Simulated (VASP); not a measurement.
## InAg2I3: single point with PBE

Crystal: InAg2I3.

```xyz
6
Lattice="5.1366 0.0000 0.0000 -2.5683 4.4485 0.0000 0.0000 0.0000 9.1808" Properties=species:S:1:pos:R:3 pbc="T T T"
In    0.0000    0.0000    4.5904
Ag    0.0000    0.0000    2.6001
Ag    0.0000    0.0000    6.5808
I     0.0000    2.9656    4.5904
I     2.5683    1.4828    4.5904
I     0.0000    0.0000    0.0000
```

The cell was generated, and may not be a known phase.

```
Program                : VASP 6.6.1
Task                   : single point
Functional             : PBE
Potentials or basis    : VASP PAW PBE potentials, release 64 (In_d, Ag, I)
Cutoff                 : 520 eV
k mesh                 : 6 × 6 × 2
Occupations            : gaussian, width 0.1 eV
Spin                   : no spin polarisation
Dipole correction      : no
Further INCAR settings : ALGO = Normal; EDIFF = 1e-06; NBANDS = 37
```

* Pressure: 27.7 GPa
* Largest force: 15.983 eV/Å
* Band gap on the k mesh: zero (bands 28 and 29 overlap by 0.26 eV)

Forces on the atoms (eV/Å):
```
In    0.000   0.000   0.000
Ag    0.000   0.000 -15.983
Ag    0.000   0.000  15.983
I     0.000   0.000   0.000
I     0.000   0.000   0.000
I     0.000   0.000   0.000
```

Stress tensor (GPa, compression positive):
```
13.86  0.00  0.00
 0.00 13.86  0.00
 0.00  0.00 55.23
```

Levels at points of the mesh, in eV from the Fermi level:
```csv
k point,band 26,band 27,band 28,band 29,band 30,band 31
"(0.00, 0.00, 0.00)",-1.57,-1.18,-1.18,1.69,1.92,4.43
"(0.50, 0.00, 0.00)",-1.46,-0.69,-0.07,-0.02,3.03,3.07
"(0.00, 0.00, 0.50)",-1.57,-1.26,-1.26,0.81,4.00,4.23
"(0.50, 0.00, 0.50)",-1.40,-0.66,-0.58,-0.07,2.51,2.80
```

Wall time 2.6 min on 1 thread of Oxide Virtual Turin-like Processor, with other jobs on the host, peak memory 0.34 GiB.

Caveat: atoms lie so close that the PAW spheres overlap strongly, which falsifies energies and pressures; the stress differs along the axes, from 14 to 55 GPa; spin-orbit coupling is left out, which moves the levels of the heavy elements; forces of over 1 eV/Å act on the atoms, so gaps and moduli don't describe the material at rest.
